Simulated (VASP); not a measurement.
# ZrB2 (P6/mmm) in VASP: notebook

The runs below take ZrB2 through single point, with r2SCAN.

Program: VASP 6.6.1. These are calculated values, not measurements. Logs are shortened: lines on timing, memory, paths and dates and some standing lists are left out, and cuts for length are marked.

**1. The cell of the first run**

Symmetry: P6/mmm, No. 191, hexagonal system. Conventional cell: a = 3.103 Å, b = 3.103 Å, c = 3.480 Å, α = 90.00°, β = 90.00°, γ = 120.00°. Within 3.3 Å of Zr (site symmetry 6/mmm) lie 12 B at 2.50 Å and 6 Zr at 3.10 Å. B (site symmetry -6m2) has 3 B at 1.79 Å within 2.4 Å.

**2. Single point, r2SCAN**

The input, POSCAR:

```
ZrB2
1.0
    3.1025546911      0.0000000029      0.0000000000
   -1.5512773480      2.6868911776      0.0000000000
    0.0000000000      0.0000000000      3.4800597700
Zr B
1 2
Direct
    0.0000000000      0.0000000000      0.0000000000
    0.3333333333      0.6666666667      0.5000000000
    0.6666666667      0.3333333333      0.5000000000
```

The input, INCAR.step1:

```
SYSTEM = ZrB2
ALGO = Normal
EDIFF = 1E-4
ENCUT = 520
GGA = PE
ISMEAR = -1
LASPH = .TRUE.
LCHARG = .FALSE.
LREAL = .FALSE.
LWAVE = .TRUE.
NBANDS = 16
NELM = 80
PREC = Accurate
SIGMA = 0.1
```

The input, INCAR.step2:

```
SYSTEM = ZrB2
ALGO = Normal
EDIFF = 1E-6
ENCUT = 520
ISIF = 2
ISMEAR = -1
ISTART = 1
LASPH = .TRUE.
LCHARG = .TRUE.
LELF = .TRUE.
LMIXTAU = .TRUE.
LREAL = .FALSE.
LVHAR = .TRUE.
LWAVE = .FALSE.
METAGGA = R2SCAN
NBANDS = 16
NELM = 80
PREC = Accurate
SIGMA = 0.1
```

The input, KPOINTS:

```
k-points
0
G
  12 12 10
  0 0 0
```

Potentials or basis: VASP PAW PBE potentials, release 64 (Zr_sv, B).

The run is started by

```sh
$ cat potpaw_PBE.64/Zr_sv/POTCAR potpaw_PBE.64/B/POTCAR > POTCAR
$ cp INCAR.step1 INCAR
$ mpirun -np 1 vasp_std > vasp.out
$ cp INCAR.step2 INCAR
$ mpirun -np 1 vasp_std > vasp.out
```

OUTCAR:

```text
SYSTEM = ZrB2
   EDIFF = 1E-6
   ENCUT = 520
   ISIF = 2
   ISMEAR = -1
   ISTART = 1
   LASPH = .TRUE.
   LREAL = .FALSE.
   METAGGA = R2SCAN
   NELM = 80
   PREC = Accurate

 ion  position               nearest neighbor table
   1  0.000  0.000  0.000-   2 2.50   3 2.50   2 2.50   3 2.50   2 2.50   2 2.50   3 2.50   3 2.50
                             3 2.50   3 2.50   2 2.50   2 2.50
   2  0.333  0.667  0.500-   3 1.79   3 1.79   3 1.79   1 2.50   1 2.50   1 2.50   1 2.50   1 2.50
                             1 2.50
   3  0.667  0.333  0.500-   2 1.79   2 1.79   2 1.79   1 2.50   1 2.50   1 2.50   1 2.50   1 2.50
                             1 2.50

  LATTYP: Found a hexagonal cell.
 ALAT       =     3.1025546911
 C/A-ratio  =     1.1216755598

  Lattice vectors:

 A1 = (   3.1025546911,   0.0000000029,   0.0000000000)
 A2 = (  -1.5512773480,   2.6868911776,   0.0000000000)
 A3 = (   0.0000000000,   0.0000000000,   3.4800597700)

Analysis of symmetry for initial positions (statically):
=====================================================================
 Subroutine PRICEL returns:
 Original cell was already a primitive cell.

 Routine SETGRP: Setting up the symmetry group for a
 hexagonal supercell.

 Subroutine GETGRP returns: Found 24 space group operations
 (whereof 24 operations were pure point group operations)
 out of a pool of 24 trial point group operations.

The static configuration has the point symmetry D_6h.

Analysis of symmetry for dynamics (positions and initial velocities):
=====================================================================
 Subroutine PRICEL returns:
 Original cell was already a primitive cell.

 Routine SETGRP: Setting up the symmetry group for a
 hexagonal supercell.

 Subroutine GETGRP returns: Found 24 space group operations
 (whereof 24 operations were pure point group operations)
 out of a pool of 24 trial point group operations.

The dynamic configuration has the point symmetry D_6h.

 Subroutine INISYM returns: Found 24 space group operations
 (whereof 24 operations are pure point group operations),
 and found     1 'primitive' translations

----------------------------------------------------------------------------------------

                                     Primitive cell

  volume of cell :      29.0106

  direct lattice vectors                    reciprocal lattice vectors
     3.102554691  0.000000003  0.000000000     0.322315027  0.186088668  0.000000000
    -1.551277348  2.686891178  0.000000000    -0.000000000  0.372177336  0.000000000
     0.000000000  0.000000000  3.480059770     0.000000000  0.000000000  0.287351386
[... 84 lines left out ...]
   ENCUT  =  520.0 eV  38.22 Ry    6.18 a.u.   5.77  5.77  6.47*2*pi/ulx,y,z
   NELM   =     80;   NELMIN=  2; NELMDL=  0     # of ELM steps
   EDIFF  = 0.1E-05   stopping-criterion for ELM
   LREAL  =      F    real-space projection
   EDIFFG = 0.1E-04   stopping-criterion for IOM
   NSW    =      0    number of steps for IOM
   IBRION =     -1    ionic relax: 0-MD 1-quasi-New 2-CG
   NFREE  =      0    steps in history (QN), initial steepest desc. (CG)
   ISIF   =      2    stress and relaxation
   ISYM   =      2    0-nonsym 1-usesym 2-fastsym
   POTIM  = 0.5000    time-step for ionic-motion
   TEBEG  =    0.0;   TEEND  =   0.0 temperature during run
   PSTRESS=    0.0 pullay stress
   NELECT =      18.0000    total number of electrons
   NUPDOWN=      -1.0000    fix difference up-down
   EMIN   =  10.00;   EMAX   =-10.00  energy-range for DOS
   EFERMI =   0.00;   METHOD = LEGACY
   ISMEAR =    -1;   SIGMA  =   0.10  broadening in eV -4-tet -1-fermi 0-gaus
   EFERMI_NEDOS =   21; number of points for ismear=-14 and -15
   IALGO  =     38    algorithm
   IMIX   =      4    mixing-type and parameters
     AMIX     =   0.40;   BMIX     =  1.00
     AMIX_MAG =   1.60;   BMIX_MAG =  1.00
  volume/ion in A,a.u.               =       9.67        65.26
  Fermi-wavevector in a.u.,A,eV,Ry     =   1.396305  2.638634 26.526834  1.949667
  Thomas-Fermi vector in A             =   2.519672
   LORBIT       =      0    0 simple, 1 ext, 2 COOP (PROOUT), +10 PAW based schemes
   METAGGA = R2SCAN    functional components
   LHFCALC =     F    Hartree Fock is set to
   AEXX    =    0.0000 exact exchange contribution
   IVDW    =     0    specifies the selected vdW correction
   LEPSILON=     F    determine dielectric tensor
   LRPA    =     F    only Hartree local field effects (RPA)
 non-spin polarized calculation
  energy-cutoff  :      520.00
  volume of cell :       29.01
 maximum number of plane-waves:       796
 NGX is ok and might be reduce to    24
   NGX = 11   NGY = 11   NGZ = 13

 number of electron      18.0000000 magnetization

 Free energy of the ion-electron system (eV)
  ---------------------------------------------------
  ext. energy  EPLUGINS =         0.00000000
  ---------------------------------------------------
  free energy    TOTEN  =       -40.54873806 eV

  energy without entropy =      -40.54058449  energy(sigma->0) =      -40.54466128

 E-fermi :  11.3637     XC(G=0): -13.6827

 val. band max:       11.2609758879   @ k =   0.1667   0.1667   0.2000
 cond. band min:      11.4117820509   @ k =   0.0833  -0.0000   0.3000
 fundamental gap:      0.1508061629
 Fermi energy:        11.3637033906

 k-point     1 :       0.0000    0.0000    0.0000
  band No.  band energies     occupation
      1     -38.9275      2.00000
      2     -16.4630      2.00000
      3     -15.7764      2.00000
      4     -15.7764      2.00000
      5      -2.6295      2.00000
      6       8.4369      2.00000
[... 433 lines left out ...]
      3     -16.3251      2.00000
      4     -15.9765      2.00000
      5      -0.3679      2.00000
      6       4.2268      2.00000
[... 8 lines left out ...]
     15      20.0090      0.00000
     16      23.0067      0.00000

 [... further k-points ...]
[... 5 lines left out ...]
  --------------------------------------------------------------------------------------
  -------------------------------------------------------------------------------------
  Total        3.1763145      3.1763145      2.9011049      0.0000000     -0.0000000      0.0000000
  in kB      175.4194947    175.4194947    160.2203895      0.0000000     -0.0000000      0.0000000
  external PRESSURE =     170.3531263 kB  Pullay stress =       0.0000000 kB

 VOLUME and BASIS-vectors are now :
 -----------------------------------------------------------------------------
  energy-cutoff  :      520.00
  volume of cell :       29.01
      direct lattice vectors                 reciprocal lattice vectors
     3.102554691  0.000000003  0.000000000     0.322315027  0.186088668  0.000000000
    -1.551277348  2.686891178  0.000000000    -0.000000000  0.372177336  0.000000000
     0.000000000  0.000000000  3.480059770     0.000000000  0.000000000  0.287351386

 POSITION                                       TOTAL-FORCE (eV/Angst)
 -----------------------------------------------------------------------------------
      0.00000      0.00000      0.00000         0.000000      0.000000     -0.000000
     -0.00000      1.79126      1.74003         0.000000      0.000000      0.000000
      1.55128      0.89563      1.74003        -0.000000     -0.000000     -0.000000
 -----------------------------------------------------------------------------------
    total drift:                               -0.000000      0.000000      0.000000

  FREE ENERGIE OF THE ION-ELECTRON SYSTEM (eV)
  ---------------------------------------------------
  free  energy   TOTEN  =       -40.5487380641 eV

  energy  without entropy=      -40.5405844903  energy(sigma->0) =      -40.54466128
```

OUTCAR.step1:

```text
SYSTEM = ZrB2
   EDIFF = 1E-4
   ENCUT = 520
   GGA = PE
   ISMEAR = -1
   LASPH = .TRUE.
   LREAL = .FALSE.
   NELM = 80
[... 682 lines left out ...]
      0.00000      0.00000      0.00000        -0.000000     -0.000000      0.000000
     -0.00000      1.79126      1.74003        -0.000000     -0.000000      0.000000
      1.55128      0.89563      1.74003         0.000000      0.000000      0.000000
 -----------------------------------------------------------------------------------
    total drift:                               -0.000000      0.000000      0.000000

  FREE ENERGIE OF THE ION-ELECTRON SYSTEM (eV)
  ---------------------------------------------------
  free  energy   TOTEN  =       -24.8900336225 eV

  energy  without entropy=      -24.8817397824  energy(sigma->0) =      -24.88588670
```

Run time: 2.1 min. Hardware: 1 thread of AMD EPYC 9R45 (Zen 5), shared host; peak memory 0.16 GiB.

Results:

```
Free energy            : -40.5487 eV
Pressure               : 17.0 GPa
Band gap on the k mesh : zero (band 9 reaches 11.93 eV, above the bottom of band 10 at 10.64 eV)
```

Levels at points of the mesh, in eV from the Fermi level:
| k point | band 6 | band 7 | band 8 | band 9 | band 10 | band 11 | band 12 | band 13 |
| --- | --- | --- | --- | --- | --- | --- | --- | --- |
| (0.00, 0.00, 0.00) | -2.93 | -2.93 | -2.89 | -2.69 | 3.83 | 3.83 | 4.62 | 4.62 |
| (0.50, 0.00, 0.00) | -9.32 | -4.47 | -3.42 | -3.03 | 2.31 | 2.54 | 5.52 | 5.61 |
| (0.00, 0.00, 0.50) | -7.65 | -1.11 | -1.11 | 0.37 | 0.37 | 0.84 | 0.84 | 1.96 |
| (0.50, 0.00, 0.50) | -7.70 | -5.15 | -4.65 | -2.17 | 4.15 | 4.48 | 5.92 | 6.91 |

Caveat: the PAW data sets were made with another functional, which shifts forces and pressure a little.

(Continued in part 2 of 2.)
